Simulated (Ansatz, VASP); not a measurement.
**Ge in VASP and in Ansatz**

INCAR

```
SYSTEM = Ge
  ALGO = Normal
  EDIFF = 1E-6
  ENCUT = 520
  GGA = PE
  GGA_COMPAT = .False.
  ISIF = 2
  ISMEAR = -1
  LASPH = .True.
  LCHARG = .False.
  LNONCOLLINEAR = .True.
  LORBIT = 11
  LORBMOM = .True.
  LREAL = .False.
  LSORBIT = .True.
  LWAVE = .False.
  MAGMOM = 0 0 0 0 0 0
  NBANDS = 40
  NELM = 150
  PREC = Accurate
  SIGMA = 0.02
```

The input KPOINTS:

```
k-points
0
Gamma
  6 6 6
  0 0 0
```

Contents of POSCAR:

```
Ge
1.0
    0.0000000000      2.8800000000      2.8800000000
    2.8800000000      0.0000000000      2.8800000000
    2.8800000000      2.8800000000      0.0000000000
Ge
2
Direct
    0.0000000000      0.0000000000      0.0000000000
    0.2500000000      0.2500000000      0.2500000000
```

Input for Ansatz:

```yaml
crystal:
  lattice:
    - [0, 2.88, 2.88]
    - [2.88, 0, 2.88]
    - [2.88, 2.88, 0]
  atoms:
    - { symbol: Ge, position: [0, 0, 0] }
    - { symbol: Ge, position: [0.25, 0.25, 0.25] }
kpoints:
  mp_grid: { grid: [6, 6, 6] }
hamiltonian:
  xc: pbe
  pseudopotentials:
    kind: paw_fr
    azcp:
      Ge: "pseudopotentials/pbe/paw/ansatz_paw_generated_hard_1/Ge.paw.azcp"
scf:
  occupations: { method: fermi_dirac, width: 0.02 }
  convergence: { dr2_threshold: "1e-10 eV" }
  max_iter: 300
output:
  forces: true
  stress: true
  eigenvalues: true
magnetization:
  noncollinear: true
  spin_orbit: true
```

Alike in both runs: task single point; functional PBE; k mesh 6 × 6 × 6; occupations fermi-dirac, width 0.02 eV; non-collinear spin, spin-orbit coupling.

```csv
,VASP,Ansatz
version,VASP 6.6.1,Ansatz 0.2.0 development build
potentials or method,"VASP PAW PBE potentials, release 64 (Ge_d)","plane waves, PAW datasets (generated hard set"
plane-wave cutoff (eV),520,700
valence electrons in the cell,28,28
```

```csv
,VASP,Ansatz,Ansatz less VASP
net moment per atom (μB),0.00,0.00,0.000
```
